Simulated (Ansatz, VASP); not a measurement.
Two plane-wave programs on InP

```xyz
2
Lattice="0.0000 2.9282 2.9833 2.9282 0.0000 2.9833 2.9282 2.9282 0.0000" Properties=species:S:1:pos:R:3 pbc="T T T"
In    0.0000    0.0000    0.0000
P     1.4641    1.4641    1.4916
```

Change from the starting cell: strained cell.

Alike in both runs: task relaxation of the atoms; functional PBEsol; k mesh 10 × 10 × 10; occupations gaussian, width 0.02 eV; no spin polarisation.

|  | VASP | Ansatz |
| --- | --- | --- |
| version | VASP 6.6.1 | Ansatz 0.2.0 |
| potentials or method | VASP PAW PBE potentials, release 64 (In_d, P), cutoff 450 eV | scalar-relativistic, plane waves, PAW |
| valence electrons in the cell | 18 | 18 |

|  | VASP | Ansatz | Ansatz less VASP |
| --- | --- | --- | --- |
| gap on the k mesh at the Fermi level, each at its own relaxed structure (eV) | 0.50 | 0.50 | +0.001 |

VASP's potentials were made for PBE, not for PBEsol. Ansatz's warnings: stress scf threshold loose.

Noted on VASP's run: the relaxation stopped at its first step, so nothing moved.
